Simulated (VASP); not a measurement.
# AlN (P6_3mc) in VASP: a series of runs, part 2 of 2

VASP 6.6.1.

## (3) Relaxation of cell and atoms, revPBE+D3(BJ)

INCAR reads:

```
SYSTEM = AlN
PREC     = Accurate       ! precision mode
ENCUT    = 600            ! plane-wave cutoff, eV
EDIFF    = 1E-6           ! SCF threshold, eV
ISMEAR   = 1              ! smearing method
SIGMA    = 0.1            ! smearing width, eV
LREAL    = .FALSE.        ! projectors in reciprocal space
LASPH    = .TRUE.         ! aspherical terms in the spheres
NELM     = 80             ! most SCF steps
ALGO     = Normal         ! electronic algorithm
ISIF     = 3              ! what is computed and relaxed
LWAVE    = .FALSE.        ! write WAVECAR
LCHARG   = .FALSE.        ! write CHGCAR
GGA      = RE             ! functional
IVDW     = 12             ! dispersion correction
IBRION   = 2              ! ionic algorithm
NSW      = 80             ! ionic steps
EDIFFG   = -0.03          ! ionic threshold
```

KPOINTS reads:

```
Automatic mesh
0
G
  12 12 4
  0 0 0
```

POSCAR reads:

```
AlN
1.0
    3.1130000000      0.0000000000      0.0000000000
   -1.5565000000      2.6959370000      0.0000000000
    0.0000000000      0.0000000000      4.9810000000
Al N
2 2
Direct
    0.3333333333      0.6666666667      0.0000000000
    0.6666666667      0.3333333333      0.5000000000
    0.3333333333      0.6666666667      0.3800000000
    0.6666666667      0.3333333333      0.8800000000
```

Potentials or basis: VASP PAW PBE potentials, release 64 (Al, N).

Command:

```console
> cat potpaw_PBE.64/Al/POTCAR potpaw_PBE.64/N/POTCAR > POTCAR
> mpirun -np 1 vasp_std > vasp.out
```

OUTCAR:

```text
SYSTEM = AlN
   PREC = Accurate
   ENCUT = 600
   EDIFF = 1E-6
   ISMEAR = 1
   LREAL = .FALSE.
   LASPH = .TRUE.
   NELM = 80
   ISIF = 3
   GGA = RE
   IVDW = 12
   IBRION = 2
   NSW = 80
   EDIFFG = -0.03
 IVDW          = 12

 ion  position               nearest neighbor table
   1  0.333  0.667  0.000-   3 1.89   4 1.89   4 1.89   4 1.89   2 3.07   2 3.07   2 3.07   2 3.07
                             2 3.07   2 3.07
   2  0.667  0.333  0.500-   4 1.89   3 1.89   3 1.89   3 1.89   1 3.07   1 3.07   1 3.07   1 3.07
                             1 3.07   1 3.07
   3  0.333  0.667  0.380-   1 1.89   2 1.89   2 1.89   2 1.89
   4  0.667  0.333  0.880-   2 1.89   1 1.89   1 1.89   1 1.89

  LATTYP: Found a hexagonal cell.
 ALAT       =     3.1130000000
 C/A-ratio  =     1.6000642467

  Lattice vectors:

 A1 = (   3.1130000000,   0.0000000000,   0.0000000000)
 A2 = (  -1.5565000000,   2.6959370000,   0.0000000000)
 A3 = (   0.0000000000,   0.0000000000,   4.9810000000)

Analysis of symmetry for initial positions (statically):
=====================================================================
 Subroutine PRICEL returns:
 Original cell was already a primitive cell.

 Routine SETGRP: Setting up the symmetry group for a
 hexagonal supercell.

 Subroutine GETGRP returns: Found 12 space group operations
 (whereof  6 operations were pure point group operations)
 out of a pool of 24 trial point group operations.

The static configuration has the point symmetry C_3v.
 The point group associated with its full space group is C_6v.

Analysis of symmetry for dynamics (positions and initial velocities):
=====================================================================
 Subroutine PRICEL returns:
 Original cell was already a primitive cell.

 Routine SETGRP: Setting up the symmetry group for a
 hexagonal supercell.

 Subroutine GETGRP returns: Found 12 space group operations
 (whereof  6 operations were pure point group operations)
 out of a pool of 24 trial point group operations.

The dynamic configuration has the point symmetry C_3v.
 The point group associated with its full space group is C_6v.

 Subroutine INISYM returns: Found 12 space group operations
 (whereof  6 operations are pure point group operations),
 and found     1 'primitive' translations

[... 116 lines left out ...]
   IMIX   =      4    mixing-type and parameters
     AMIX     =   0.40;   BMIX     =  1.00
     AMIX_MAG =   1.60;   BMIX_MAG =  1.00
  volume/ion in A,a.u.               =      10.45        70.52
  Fermi-wavevector in a.u.,A,eV,Ry     =   1.188629  2.246183 19.222843  1.412839
  Thomas-Fermi vector in A             =   2.324754
   LORBIT       =      0    0 simple, 1 ext, 2 COOP (PROOUT), +10 PAW based schemes
   GGA     = RE    functional components
   LHFCALC =     F    Hartree Fock is set to
   AEXX    =    0.0000 exact exchange contribution
   IVDW    =    12    specifies the selected vdW correction
   LEPSILON=     F    determine dielectric tensor
   LRPA    =     F    only Hartree local field effects (RPA)
 conjugate gradient relaxation of ions
 non-spin polarized calculation
 Methfessel and Paxton  Order N= 1 SIGMA  =   0.10
  energy-cutoff  :      600.00
  volume of cell :       41.80
 maximum number of plane-waves:      1412
 NGX is ok and might be reduce to    28
   NGX = 13   NGY = 13   NGZ = 19

--------------------------------------- Ionic step        1  -------------------------------------------

 number of electron      16.0000000 magnetization

 Free energy of the ion-electron system (eV)
  ---------------------------------------------------
  ext. energy  EPLUGINS =         0.00000000
  ---------------------------------------------------
  free energy    TOTEN  =       -28.55625139 eV

  energy without entropy =      -28.55640418  energy(sigma->0) =      -28.55630232

------------------------ aborting loop because EDIFF is reached ----------------------------------------

 Edisp (eV)   -2.09804

 E8    (eV) :    -1.3901
[... 75 lines left out ...]
--------------------------------------- Ionic step        3  -------------------------------------------

 number of electron      15.9999999 magnetization

 Free energy of the ion-electron system (eV)
  ---------------------------------------------------
  ext. energy  EPLUGINS =         0.00000000
  ---------------------------------------------------
  free energy    TOTEN  =       -28.53198041 eV

  energy without entropy =      -28.53212692  energy(sigma->0) =      -28.53202925

 E-fermi :   6.3976     XC(G=0): -10.8735

 val. band max:        6.3506602192   @ k =   0.0000   0.0000   0.0000
 cond. band min:      10.7137588471   @ k =   0.0000   0.0000   0.0000
 fundamental gap:      4.3630986279
 Fermi energy:         6.3975698776

 k-point     1 :       0.0000    0.0000    0.0000
  band No.  band energies     occupation
      1      -8.9340      2.00000
      2      -6.7775      2.00000
      3       0.3259      2.00000
      4       5.5048      2.00000
      5       5.5048      2.00000
      6       6.1492      2.00249
      7       6.1492      2.00249
      8       6.3507      1.70531
      9      10.7138      0.00000
     10      13.2242      0.00000
     11      17.1294      0.00000
     12      17.6953      0.00000
[... 331 lines left out ...]
 k-point    24 :       0.3333   -0.0000    0.2500
  band No.  band energies     occupation
      1      -7.4978      2.00000
      2      -6.4908      2.00000
      3       1.3459      2.00000
      4       2.2948      2.00000
      5       3.3447      2.00000
      6       4.6801      2.00000
      7       5.5564      2.00000
      8       5.5855      2.00000
      9      12.1045      0.00000
     10      13.0886      0.00000
     11      15.2940      0.00000
     12      16.6621      0.00000

 [... further k-points ...]

------------------------ aborting loop because EDIFF is reached ----------------------------------------

 Edisp (eV)   -2.12846

 E8    (eV) :    -1.4104
[... 27 lines left out ...]
  FREE ENERGIE OF THE ION-ELECTRON SYSTEM (eV)
  ---------------------------------------------------
  free  energy   TOTEN  =       -30.6604394722 eV

  energy  without entropy=      -30.6605859805  energy(sigma->0) =      -30.66048831

 reached required accuracy - stopping structural energy minimisation
```

Wall time 36 s (1 thread of Intel Xeon Platinum 8488C (Sapphire Rapids), shared host); peak memory 0.2 GiB.

Results:

| Quantity | Value |
| --- | --- |
| Free energy | -30.6604 eV |
| Relaxed volume | 10.31 Å³/atom |
| Relaxed cell | a = 3.096 Å, b = 3.096 Å, c = 4.968 Å, α = 90.00°, β = 90.00°, γ = 120.00° |
| Space group after relaxing (to 0.05 Å) | P6_3mc (No. 186) |
| Energy gained by relaxing | 1.5 meV/atom |
| Ionic steps | 3 |
| Pressure after relaxing | 0.0 GPa |
| Largest force after relaxing | 0.013 eV/Å |
| Band gap on the k mesh | 4.36 eV, direct |
| Dispersion energy per atom | -0.532 eV |

Forces in eV/Å, atoms in the order of the input:
```
Al   0.000  0.000 -0.013
Al   0.000  0.000 -0.013
N    0.000  0.000  0.013
N    0.000  0.000  0.013
```

Stress tensor (GPa, compression positive):
```
 0.17  0.00  0.00
 0.00  0.17  0.00
 0.00  0.00 -0.44
```

Step by step:
| step | energy change (eV) | largest force (eV/Å) | pressure (GPa) | volume (Å³) |
| --- | --- | --- | --- | --- |
| 1 | 0.0000 | 0.1301 | -2.71 | 41.80 |
| 2 | -0.0010 | 0.0962 | 2.56 | 40.74 |
| 3 | -0.0061 | 0.0131 | -0.03 | 41.24 |

Final structure:
```cif
data_structure
_symmetry_space_group_name_H-M 'P 1'
_symmetry_Int_Tables_number 1
_cell_length_a 3.0960
_cell_length_b 3.0960
_cell_length_c 4.9681
_cell_angle_alpha 90.000
_cell_angle_beta 90.000
_cell_angle_gamma 120.000
_cell_volume 41.24
loop_
_atom_site_label
_atom_site_type_symbol
_atom_site_fract_x
_atom_site_fract_y
_atom_site_fract_z
_atom_site_occupancy
Al1 Al 0.33333 0.66667 0.99934 1
Al2 Al 0.66667 0.33333 0.49934 1
N1 N 0.33333 0.66667 0.38066 1
N2 N 0.66667 0.33333 0.88066 1
```

Caveat: the PAW data sets were made with another functional, which shifts forces and pressure a little.

## (4) Relaxation of cell and atoms, r2SCAN+rVV10

POSCAR is that of step 3.

INCAR.step1 reads:

```
ALGO = Normal ; EDIFF = 1E-4
ENCUT = 600 ; GGA = PE
ISMEAR = 1 ; LASPH = T
LCHARG = F ; LREAL = F
LWAVE = T ; NELM = 60
PREC = Accurate ; SIGMA = 0.1
```

INCAR.step2 reads:

```
ALGO = Normal ; BPARAM = 11.95
CPARAM = 0.0093 ; EDIFF = 1E-6
EDIFFG = -0.03 ; ENCUT = 600
IBRION = 2 ; ISIF = 3
ISMEAR = 1 ; ISTART = 1
IVDW_NL = 2 ; LASPH = T
LCHARG = F ; LMIXTAU = T
LREAL = F ; LUSE_VDW = T
LWAVE = F ; METAGGA = R2SCAN
NELM = 60 ; NSW = 80
PREC = Accurate ; SIGMA = 0.1
```

KPOINTS reads:

```
k-points
0
Gamma
  12 12 4
```

Potentials or basis: VASP PAW PBE potentials, release 64 (Al, N).

Command:

```console
> cat potpaw_PBE.64/Al/POTCAR potpaw_PBE.64/N/POTCAR > POTCAR
> cp INCAR.step1 INCAR
> mpirun -np 1 vasp_std > vasp.out
> cp INCAR.step2 INCAR
> mpirun -np 1 vasp_std > vasp.out
```

OUTCAR:

```text
BPARAM = 11.95
   EDIFF = 1E-6
   EDIFFG = -0.03
   ENCUT = 600
   IBRION = 2
   ISIF = 3
   ISMEAR = 1
   ISTART = 1
   IVDW_NL = 2
   LASPH = T
   LREAL = F
   METAGGA = R2SCAN
   NELM = 60
   NSW = 80
   PREC = Accurate

 ion  position               nearest neighbor table
   1  0.333  0.667  0.000-   3 1.89   4 1.89   4 1.89   4 1.89   2 3.07   2 3.07   2 3.07   2 3.07
                             2 3.07   2 3.07
   2  0.667  0.333  0.500-   4 1.89   3 1.89   3 1.89   3 1.89   1 3.07   1 3.07   1 3.07   1 3.07
                             1 3.07   1 3.07
   3  0.333  0.667  0.380-   1 1.89   2 1.89   2 1.89   2 1.89
   4  0.667  0.333  0.880-   2 1.89   1 1.89   1 1.89   1 1.89

  LATTYP: Found a hexagonal cell.
 ALAT       =     3.1130000000
 C/A-ratio  =     1.6000642467

  Lattice vectors:

 A1 = (   3.1130000000,   0.0000000000,   0.0000000000)
 A2 = (  -1.5565000000,   2.6959370000,   0.0000000000)
 A3 = (   0.0000000000,   0.0000000000,   4.9810000000)

Analysis of symmetry for initial positions (statically):
=====================================================================
 Subroutine PRICEL returns:
 Original cell was already a primitive cell.

 Routine SETGRP: Setting up the symmetry group for a
 hexagonal supercell.

 Subroutine GETGRP returns: Found 12 space group operations
 (whereof  6 operations were pure point group operations)
 out of a pool of 24 trial point group operations.

The static configuration has the point symmetry C_3v.
 The point group associated with its full space group is C_6v.

Analysis of symmetry for dynamics (positions and initial velocities):
=====================================================================
 Subroutine PRICEL returns:
 Original cell was already a primitive cell.

 Routine SETGRP: Setting up the symmetry group for a
 hexagonal supercell.

 Subroutine GETGRP returns: Found 12 space group operations
 (whereof  6 operations were pure point group operations)
 out of a pool of 24 trial point group operations.

[... 144 lines left out ...]
 NGX is ok and might be reduce to    28
   NGX = 13   NGY = 13   NGZ = 19

--------------------------------------- Ionic step        1  -------------------------------------------

 number of electron      16.0000000 magnetization

 Free energy of the ion-electron system (eV)
  ---------------------------------------------------
  ext. energy  EPLUGINS =         0.00000000
  ---------------------------------------------------
  free energy    TOTEN  =       -38.07934408 eV

  energy without entropy =      -38.07948903  energy(sigma->0) =      -38.07939239

------------------------ aborting loop because EDIFF is reached ----------------------------------------

  FORCE on cell =-STRESS in cart. coord.  units (eV):
  Direction    XX          YY          ZZ          XY          YZ          ZX
  --------------------------------------------------------------------------------------
  -------------------------------------------------------------------------------------
  Total       -0.6616186     -0.6616186     -0.1822011      0.0000000      0.0000000      0.0000000
  in kB      -25.3578785    -25.3578770     -6.9832283      0.0000000      0.0000000      0.0000000
  external PRESSURE =     -19.2329946 kB  Pullay stress =       0.0000000 kB
[... 63 lines left out ...]
--------------------------------------- Ionic step        3  -------------------------------------------

 number of electron      15.9999999 magnetization

 Free energy of the ion-electron system (eV)
  ---------------------------------------------------
  ext. energy  EPLUGINS =         0.00000000
  ---------------------------------------------------
  free energy    TOTEN  =       -38.08279295 eV

  energy without entropy =      -38.08293477  energy(sigma->0) =      -38.08284022

 E-fermi :   5.9876     XC(G=0): -11.4745

 val. band max:        5.9406693850   @ k =   0.0000   0.0000   0.0000
 cond. band min:      10.8685205458   @ k =   0.0000   0.0000   0.0000
 fundamental gap:      4.9278511608
 Fermi energy:         5.9876157188

 k-point     1 :       0.0000    0.0000    0.0000
  band No.  band energies     occupation
      1     -10.0628      2.00000
      2      -7.9264      2.00000
      3      -0.1616      2.00000
      4       5.0734      2.00000
      5       5.0734      2.00000
      6       5.7318      2.00178
      7       5.7318      2.00178
      8       5.9407      1.70574
      9      10.8685      0.00000
     10      13.5104      0.00000
     11      17.5537      0.00000
     12      18.0142      0.00000
[... 331 lines left out ...]
 k-point    24 :       0.3333   -0.0000    0.2500
  band No.  band energies     occupation
      1      -8.6293      2.00000
      2      -7.6389      2.00000
      3       0.8677      2.00000
      4       1.8258      2.00000
      5       2.8946      2.00000
      6       4.2297      2.00000
      7       5.1282      2.00000
      8       5.1580      2.00000
      9      12.2788      0.00000
     10      13.2890      0.00000
     11      15.6226      0.00000
     12      17.0213      0.00000

 [... further k-points ...]
[... 5 lines left out ...]
  --------------------------------------------------------------------------------------
  -------------------------------------------------------------------------------------
  Total        0.0126428      0.0126428     -0.0666199      0.0000000      0.0000000      0.0000000
  in kB        0.4888998      0.4888998     -2.5762095      0.0000000      0.0000000      0.0000000
  external PRESSURE =      -0.5328033 kB  Pullay stress =       0.0000000 kB
[... 19 lines left out ...]
  FREE ENERGIE OF THE ION-ELECTRON SYSTEM (eV)
  ---------------------------------------------------
  free  energy   TOTEN  =       -38.0827929469 eV

  energy  without entropy=      -38.0829347683  energy(sigma->0) =      -38.08284022

 reached required accuracy - stopping structural energy minimisation
```

OUTCAR.step1:

```text
EDIFF = 1E-4
   ENCUT = 600
   GGA = PE
   ISMEAR = 1
[... 594 lines left out ...]
     -0.00000      1.79729      0.00000         0.000000      0.000000     -0.129305
      1.55650      0.89865      2.49050        -0.000000     -0.000000     -0.129305
     -0.00000      1.79729      1.89278        -0.000000     -0.000000      0.129305
      1.55650      0.89865      4.38328         0.000000      0.000000      0.129305
 -----------------------------------------------------------------------------------
    total drift:                               -0.000000      0.000000      0.001528

  FREE ENERGIE OF THE ION-ELECTRON SYSTEM (eV)
  ---------------------------------------------------
  free  energy   TOTEN  =       -29.7742758005 eV

  energy  without entropy=      -29.7744280242  energy(sigma->0) =      -29.77432654
```

OSZICAR.step1:

```text
N       E                     dE             d eps       ncg     rms          rms(c)
DAV:   1     0.599455061482E+02    0.59946E+02   -0.82405E+03  1368   0.133E+03
DAV:   2    -0.299837976077E+02   -0.89929E+02   -0.82847E+02  2036   0.250E+02
DAV:   3    -0.344820786913E+02   -0.44983E+01   -0.44760E+01  1804   0.600E+01
DAV:   4    -0.345212054610E+02   -0.39127E-01   -0.39115E-01  1556   0.633E+00
DAV:   5    -0.345217612967E+02   -0.55584E-03   -0.55582E-03  1772   0.759E-01    0.122E+01
DAV:   6    -0.297689801849E+02    0.47528E+01   -0.16962E+01  1672   0.332E+01    0.420E+00
DAV:   7    -0.297858839794E+02   -0.16904E-01   -0.66243E-01  1544   0.686E+00    0.288E+00
DAV:   8    -0.297784710953E+02    0.74129E-02   -0.76529E-02  1576   0.311E+00    0.482E-01
DAV:   9    -0.297738211355E+02    0.46500E-02   -0.18943E-02  1744   0.104E+00    0.242E-01
DAV:  10    -0.297743718023E+02   -0.55067E-03   -0.25504E-03  1636   0.405E-01    0.138E-01
DAV:  11    -0.297742758005E+02    0.96002E-04   -0.30451E-04  1264   0.143E-01
   1 F= -.29774276E+02 E0= -.29774327E+02  d E =0.152224E-03
```

Run time: 5.5 min. Hardware: 1 thread of Intel Xeon Platinum 8488C (Sapphire Rapids), shared host; peak memory 0.31 GiB.

Results:

```
Free energy                            : -38.0828 eV
Relaxed volume                         : 10.36 Å³/atom
Relaxed cell                           : a = 3.101 Å, b = 3.101 Å, c = 4.976 Å, α = 90.00°, β = 90.00°, γ = 120.00°
Space group after relaxing (to 0.05 Å) : P6_3mc (No. 186)
Energy gained by relaxing              : 0.9 meV/atom
Ionic steps                            : 3
Pressure after relaxing                : -0.1 GPa
Largest force after relaxing           : 0.016 eV/Å
Band gap on the k mesh                 : 4.93 eV, direct
```

Forces on the atoms (eV/Å):
```
Al   0.000  0.000 -0.016
Al   0.000  0.000 -0.016
N    0.000  0.000  0.016
N    0.000  0.000  0.016
```

The path:
```
step  energy change (eV)  largest force (eV/Å)  pressure (GPa)  volume (Å³)
   1              0.0000                0.1257           -1.92        41.80
   2              0.0002                0.1007            2.00        41.05
   3             -0.0034                0.0160           -0.05        41.43
```

Final structure:
```
CELL_PARAMETERS angstrom
3.10082 0.00000 0.00000
-1.55041 2.68539 0.00000
0.00000 0.00000 4.97563
ATOMIC_POSITIONS crystal
Al 0.33333 0.66667 0.99940
Al 0.66667 0.33333 0.49940
N 0.33333 0.66667 0.38060
N 0.66667 0.33333 0.88060
```

Levels at points of the mesh, in eV from the valence-band top:
| k point | band 6 | band 7 | band 8 | band 9 | band 10 | band 11 |
| --- | --- | --- | --- | --- | --- | --- |
| (0.00, 0.00, 0.00) | -0.21 | -0.21 | 0.00 | 4.93 | 7.57 | 11.61 |
| (0.50, 0.00, 0.00) | -2.13 | -1.78 | -0.70 | 6.42 | 6.55 | 9.07 |
| (0.00, 0.00, 0.50) | -0.55 | -0.55 | -0.55 | 7.28 | 7.28 | 11.32 |
| (0.50, 0.00, 0.50) | -1.49 | -1.40 | -1.40 | 5.98 | 5.98 | 10.16 |

Caveat: the PAW data sets were made with another functional, which shifts forces and pressure a little. r2SCAN opens gaps a little over a GGA but as a rule still falls short of measured ones.

## (5) The runs side by side

```csv
level,gap on the mesh (eV),pressure (GPa),relaxed volume (Å³/atom),largest force (eV/Å)
PBE+D3(BJ),4.25,0.0,10.40,0.01
revPBE+D3(BJ),4.36,0.0,10.31,0.01
r2SCAN+rVV10,4.93,-0.1,10.36,0.02
```

Alike in all rows: task relaxation of cell and atoms; potentials or basis VASP PAW PBE potentials, release 64 (Al, N); no spin polarisation; cell relaxed; k mesh 12 × 12 × 4; cutoff (eV) 600; smearing methfessel-paxton 0.1 eV.

Caveats: the PAW data sets were made with another functional, which shifts forces and pressure a little (some runs).

Absolute energies hang on the potentials; compare differences alone.
